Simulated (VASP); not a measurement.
Set up this calculation in VASP 6.6.1, as the native input.

```yaml
Task: single point
Functional: PBEsol
Potentials_or_basis: VASP PAW PBE potentials, release 64 (As)
Cutoff: 520 eV
k_mesh: 9 × 9 × 9
Occupations: fermi-dirac, width 0.1 eV
Spin: no spin polarisation
Dipole_correction: no
Further_INCAR_settings: ALGO = Normal; EDIFF = 1e-06; NBANDS = 12
```

The structure of As lies in POSCAR:

```
As
1.0
    1.8553776084      1.0712027616      3.4665688483
   -1.8553776084      1.0712027616      3.4665688483
    0.0000000000     -2.1424055233      3.4665688483
As
2
Direct
    0.2260000000      0.2260000000      0.2260000000
    0.7740000000      0.7740000000      0.7740000000
```

This cell differs from its parent crystal: volume scaled by 0.96.

One way to write it, as run:

INCAR

```
PREC     = Accurate       # precision mode
ENCUT    = 520            # plane-wave cutoff, eV
EDIFF    = 1E-6           # SCF threshold, eV
ISMEAR   = -1             # smearing method
SIGMA    = 0.1            # smearing width, eV
LREAL    = F              # projectors in reciprocal space
LASPH    = T              # aspherical terms in the spheres
NELM     = 100            # most SCF steps
ALGO     = Normal         # electronic algorithm
ISIF     = 2              # what is computed and relaxed
LWAVE    = F              # write WAVECAR
LCHARG   = T              # write CHGCAR
GGA      = PS             # functional
LELF     = T              # ELF
LVHAR    = T            
NBANDS   = 12             # bands
```

KPOINTS

```
regular mesh
0
Gamma
  9 9 9
```

Potentials or basis: VASP PAW PBE potentials, release 64 (As).

Launch:

```bash
$ cat potpaw_PBE.64/As/POTCAR > POTCAR
$ mpirun -np 1 vasp_std > vasp.out
```

It gave:

```yaml
Pressure: 4.3 GPa
Largest_force: 0.749 eV/Å
Band_gap_on_the_k_mesh: zero (band 5 reaches 5.84 eV, above the bottom of band 6 at 5.72 eV)
```

Caveat: the PAW data sets were made with another functional, which shifts forces and pressure a little.

Run time: 64 s on 1 thread of Intel Xeon 6975P-C, with other jobs on the host, peak memory 0.15 GiB.
